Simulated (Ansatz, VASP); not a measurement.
**EuV2As2 in VASP and in Ansatz**

```
As V Eu
1.0
     2.16510    3.75007    0.00000
    -2.16510    3.75007    0.00000
     0.00000    0.00000    7.13572
As V Eu
2 2 1
Direct
  0.33330 0.33340 0.26000
  0.66670 0.66660 0.74000
  0.33330 0.33340 0.62000
  0.66670 0.66660 0.38000
  0.00000 0.00000 0.00000
```

Alike in both runs: task single point; functional r2SCAN; k mesh 6 × 6 × 4; occupations fermi-dirac, width 0.0402 eV; collinear spin.

```csv
,VASP,Ansatz
version,VASP 6.6.1,Ansatz 0.2.0
potentials or method,"VASP PAW PBE potentials, release 64 (As, V_sv, Eu), cutoff 800 eV",PAW plane waves
valence electrons in the cell,53,73
```

Ansatz gave:

| Item | Value |
| --- | --- |
| pressure (GPa) | -5.7 |
| traceless stress, the component that is largest in VASP (GPa) | 4.58 |
| rms of the force components (eV/Å) | 0.058 |
| net moment per atom (μB) | 1.46 |
| size of the moment on the site where the two differ most (μB) | 6.79 |

Question: What did VASP give for the same quantities?

Answer: Pressure (GPa): -5.8; traceless stress, the component that is largest in VASP (GPa): 4.62; rms of the force components (eV/Å): 0.044; net moment per atom (μB): 1.44; size of the moment on the site where the two differ most (μB): 6.48.

VASP's potentials were made for PBE, not for r2SCAN. Site moments also hang on the region over which each program counts them. Atom by atom the forces differ by 0.018 eV/Å (rms over components). VASP's potentials hold 53 valence electrons a cell and Ansatz's 73, so a difference there can come from the potentials and not from the codes. Ansatz's warnings: spin hold released, stability check not made, structure snapped to symmetry.

Neither program's run includes spin-orbit coupling.
